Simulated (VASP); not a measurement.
The system is Si.

```
Si
1.0
     2.57000    0.00000    0.00000
     0.00000    2.57000    0.00000
     0.00000    0.00000    2.57000
Si
1
Direct
  0.00000 0.00000 0.00000
```

| Item | Value |
| --- | --- |
| Program | VASP 6.6.1 |
| Task | relaxation of cell and atoms |
| Functional | LDA |
| Potentials or basis | VASP PAW LDA potentials, release 64 (Si) |
| Cutoff | 500 eV |
| k mesh | 10 × 10 × 10 |
| Occupations | methfessel-paxton, width 0.02 eV |
| Spin | no spin polarisation |

At the start: pressure -7.3 GPa; volume 16.97 Å³/atom.

**Question.** How do energy, volume and symmetry change on relaxing?

**Answer.** Over 3 steps the energy falls by 30.5 meV/atom and the volume is 15.72 Å³/atom (-7.4 %); space group Pm-3m (No. 221, to 0.05 Å).

Step by step:
| step | energy change (eV) | largest force (eV/Å) | pressure (GPa) | volume (Å³) |
| --- | --- | --- | --- | --- |
| 1 | 0.0000 | 0.0000 | -7.31 | 16.97 |
| 2 | -0.0225 | 0.0000 | 4.52 | 15.14 |
| 3 | -0.0305 | 0.0000 | 0.04 | 15.72 |

Final structure:
```
Si
1.0
     2.50527    0.00000    0.00000
     0.00000    2.50527    0.00000
     0.00000    0.00000    2.50527
Si
1
Direct
  0.00000 0.00000 0.00000
```
